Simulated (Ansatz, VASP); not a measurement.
Hg: VASP beside Ansatz

The input INCAR:

```
SYSTEM = Hg
PREC = Accurate ; ENCUT = 520
EDIFF = 1E-6 ; ISMEAR = -1
SIGMA = 0.05 ; LREAL = .False.
LASPH = .True. ; NELM = 80
ALGO = Normal ; ISIF = 2
LWAVE = .False. ; LCHARG = .False.
GGA = PE ; NBANDS = 25
```

File KPOINTS:

```
Automatic mesh
0
Gamma
  7 7 10
  0 0 0
```

Contents of POSCAR:

```
Hg
1.0
    4.2905993990      0.0000000000      0.0000000000
   -2.1452996995      3.7157680770      0.0000000000
    0.0000000000      0.0000000000      2.4956133716
Hg
3
Direct
    0.0000000000      0.0000000000      0.0000000000
    0.3333333333      0.6666666667      0.5000000000
    0.6666666667      0.3333333333      0.5000000000
```

Input for Ansatz:

```yaml
crystal:
  lattice:
    - [4.290599399, 0.0, 0.0]
    - [-2.1452996995, 3.715768077, 0.0]
    - [0.0, 0.0, 2.4956133716]
  atoms:
    - { symbol: Hg, position: [0.0, 0.0, 0.0] }
    - { symbol: Hg, position: [0.3333333333, 0.6666666667, 0.5] }
    - { symbol: Hg, position: [0.6666666667, 0.3333333333, 0.5] }
kpoints:
  mp_grid: { grid: [7, 7, 10] }
  band_path:
    path:
      - [0.0, 0.0, 0.0]
      - [0.5, 0.0, 0.0]
      - [0.3333333333, 0.3333333333, 0.0]
      - [0.0, 0.0, 0.0]
      - [0.0, 0.0, 0.5]
      - [0.5, 0.0, 0.5]
      - [0.3333333333, 0.3333333333, 0.5]
      - [0.0, 0.0, 0.5]
      - [0.5, 0.0, 0.5]
    npoints: 8
scf:
  occupations: { method: fermi_dirac, width: 0.05 }
hamiltonian:
  xc: pbe
  pseudopotentials: { kind: all_electron, lapw: { basis_error: 0.001 } }
output:
  forces: true
  stress: true
  eigenvalues: true
  populations: true
  dos: { projected: true, de: 0.2, e_range: [-14, 8] }
```

Change from the starting cell: volume scaled by 0.45, LAPW.

Alike in both runs: task single point; functional PBE; k mesh 7 × 7 × 10; occupations fermi-dirac, width 0.05 eV; no spin polarisation.

|  | VASP | Ansatz |
| --- | --- | --- |
| version | VASP 6.6.1 | Ansatz 0.2.0 |
| potentials or method | VASP PAW PBE potentials, release 64 (Hg), cutoff 520 eV | all-electron LAPW, scalar-relativistic |

|  | VASP | Ansatz | Ansatz less VASP |
| --- | --- | --- | --- |
| pressure (GPa) | 181.0 | 172.8 | -8.24 |
| traceless stress, the component that is largest in VASP (GPa) | 1.11 | -0.14 | -1.244 |

Both programs put the cell under a high pressure, so it lies far from rest at this level. Ansatz ran all-electron here, and VASP with PAW potentials.

Neither program's run includes spin-orbit coupling. Noted on VASP's run: the cell as given lies far from equilibrium.
